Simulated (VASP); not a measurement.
Write the native input for VASP 6.6.1 that does the following.

* Task: single point
* Functional: LDA
* Potentials or basis: VASP PAW LDA potentials, release 64 (Ba_sv, Rb_sv)
* Cutoff: 520 eV
* k mesh: 6 × 6 × 6
* Occupations: fermi-dirac, width 0.05 eV
* Spin: no spin polarisation
* Dipole correction: no
* Further INCAR settings: ALGO = Fast; EDIFF = 1e-06; NBANDS = 26

The structure of Rb3Ba lies in POSCAR:

```
Rb3Ba
1.0
   -3.3714590000      3.3714590000      7.3713480000
    3.3714590000     -3.3714590000      7.3713480000
    3.3714590000      3.3714590000     -7.3713480000
Ba Rb
1 3
Direct
    0.0000000000      0.0000000000      0.0000000000
    0.5000000000      0.5000000000      0.0000000000
    0.2500000000      0.7500000000      0.5000000000
    0.7500000000      0.2500000000      0.5000000000
```

One way to write it, as run:

INCAR

```
PREC     = Accurate       # precision mode
ENCUT    = 520            # plane-wave cutoff, eV
EDIFF    = 1E-6           # SCF threshold, eV
ISMEAR   = -1             # smearing method
SIGMA    = 0.05           # smearing width, eV
LREAL    = F              # projectors in reciprocal space
LASPH    = T              # aspherical terms in the spheres
NELM     = 80             # most SCF steps
ALGO     = Fast           # electronic algorithm
ISIF     = 2              # what is computed and relaxed
LWAVE    = F              # write WAVECAR
LCHARG   = T              # write CHGCAR
LELF     = T              # ELF
LVHAR    = T            
NBANDS   = 26             # bands
```

KPOINTS

```
regular mesh
0
Gamma
  6 6 6
```

Potentials or basis: VASP PAW LDA potentials, release 64 (Ba_sv, Rb_sv).

Run with:

```sh
$ cat potpaw_LDA.64/Ba_sv/POTCAR potpaw_LDA.64/Rb_sv/POTCAR > POTCAR
$ mpirun -np 1 vasp_std > vasp.out
```

It gave:

* Pressure: -0.6 GPa
* Band gap on the k mesh: zero (an odd number of electrons rules out a gap without spin polarisation)

Caveat: spin-orbit coupling is left out, which moves the levels of the heavy elements.

Wall time 7.3 min on 1 thread of Intel(R) Xeon(R) 6975P-C (Granite Rapids), with other jobs on the host, peak memory 0.63 GiB.
